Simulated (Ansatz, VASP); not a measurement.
# Two plane-wave programs on HC6

Contents of INCAR:

```
SYSTEM = HC6
PREC = Accurate
ENCUT = 520
EDIFF = 1E-7
ISMEAR = 0
SIGMA = 0.1
LREAL = .False.
LASPH = .True.
NELM = 80
ALGO = Normal
ISIF = 2
LWAVE = .False.
LCHARG = .False.
LDIPOL = .True.
IDIPOL = 3
DIPOL = 0.5 0.5 0.301
GGA = CA
NBANDS = 38
```

File KPOINTS:

```
regular mesh
0
Gamma
  6 3 1
  0 0 0
```

The input POSCAR:

```
HC6
1.0
    4.8895256614      0.0000000000      0.0000000000
   -1.2223814153      8.7849592876      0.0000000000
    0.0000000000      0.0000000000     22.7474729025
C H
12 2
Direct
    0.0193612757      0.0774451030      0.1758437088
    0.5193612758      0.0774451030      0.1758437088
    0.2742015947      0.0968063788      0.2059542860
    0.7742015947      0.0968063788      0.2059542860
    0.2838822326      0.1355289303      0.2661754406
    0.7838822326      0.1355289303      0.2661754406
    0.0386279421      0.1545151615      0.2955067254
    0.5386279421      0.1545151615      0.2955067254
    0.0488684834      0.1954807970      0.3583587359
    0.5488684834      0.1954807970      0.3583587359
    0.3031723044      0.2126952264      0.3845470194
    0.8031723044      0.2126952264      0.3845470194
    0.0488684834      0.1289050446      0.4183969333
    0.0488684834      0.2620565494      0.4183969333
```

Input for Ansatz:

```yaml
crystal:
  lattice:
    - [4.8895256614, 0.0, 0.0]
    - [-1.2223814153, 8.7849592876, 0.0]
    - [0.0, 0.0, 22.7474729025]
  atoms:
    - { symbol: C, position: [0.0193612757, 0.077445103, 0.1758437088] }
    - { symbol: C, position: [0.5193612758, 0.077445103, 0.1758437088] }
    - { symbol: C, position: [0.2742015947, 0.0968063788, 0.205954286] }
    - { symbol: C, position: [0.7742015947, 0.0968063788, 0.205954286] }
    - { symbol: C, position: [0.2838822326, 0.1355289303, 0.2661754406] }
    - { symbol: C, position: [0.7838822326, 0.1355289303, 0.2661754406] }
    - { symbol: C, position: [0.0386279421, 0.1545151615, 0.2955067254] }
    - { symbol: C, position: [0.5386279421, 0.1545151615, 0.2955067254] }
    - { symbol: C, position: [0.0488684834, 0.195480797, 0.3583587359] }
    - { symbol: C, position: [0.5488684834, 0.195480797, 0.3583587359] }
    - { symbol: C, position: [0.3031723044, 0.2126952264, 0.3845470194] }
    - { symbol: C, position: [0.8031723044, 0.2126952264, 0.3845470194] }
    - { symbol: H, position: [0.0488684834, 0.1289050446, 0.4183969333] }
    - { symbol: H, position: [0.0488684834, 0.2620565494, 0.4183969333] }
basis:
  ecutwfc: 420
kpoints:
  mp_grid: { grid: [6, 3, 1] }
hamiltonian:
  xc: lda
scf:
  occupations: { method: gaussian, width: 0.1 }
output:
  forces: true
  eigenvalues: true
efield:
  axis: 3
  dipole_correction: true
  ramp_width: 0.04
```

Alike in both runs: task single point; functional LDA; k mesh 6 × 3 × 1; occupations gaussian, width 0.1 eV; no spin polarisation.

|  | VASP | Ansatz |
| --- | --- | --- |
| version | VASP 6.6.1 | Ansatz 0.2.0 |
| potentials or method | VASP PAW LDA potentials, release 64 (C, H), cutoff 520 eV | scalar-relativistic, plane waves, PAW |
| valence electrons in the cell | 50 | 50 |

```tsv
	VASP	Ansatz	Ansatz less VASP
gap on the k mesh at the Fermi level (eV)	none	none	-
rms of the force components (eV/Å)	1.884	1.889	+0.0049
```

LDA's correlation is that of Perdew and Zunger in VASP and of Perdew and Wang (1992) in Ansatz. Atom by atom the forces differ by 0.022 eV/Å (rms over components). A gap of «none» marks a metal or a gap that the smearing closes.
